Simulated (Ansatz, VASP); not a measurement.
SiMo3 in VASP and in Ansatz

```
Si Mo
1.0
     4.85759    0.00000    0.00000
     0.00000    4.85759    0.00000
     0.00000    0.00000    4.85759
Si Mo
2 6
Direct
  0.00000 0.00000 0.00000
  0.50000 0.50000 0.50000
  0.25000 0.00000 0.50000
  0.50000 0.75000 0.00000
  0.75000 0.00000 0.50000
  0.50000 0.25000 0.00000
  0.00000 0.50000 0.75000
  0.00000 0.50000 0.25000
```

Alike in both runs: functional PBE; dispersion D3(BJ); k mesh 8 × 8 × 8; occupations gaussian, width 0.1 eV; no spin polarisation.

Ansatz relaxed the structure, and its values are those at the end. VASP's run is a single point on that final structure, the one shown.

```csv
,VASP,Ansatz
version,VASP 6.6.1,Ansatz 0.2.0
potentials or method,"VASP PAW PBE potentials, release 64 (Si, Mo_sv), cutoff 520 eV","scalar-relativistic, plane waves, PAW"
valence electrons in the cell,92,92
```

```tsv
	VASP	Ansatz	Ansatz less VASP
gap on the k mesh at the Fermi level (eV)	none	none	-
pressure (GPa)	0.6	0.0	-0.55
```

A gap of «none» marks a metal or a gap that the smearing closes.
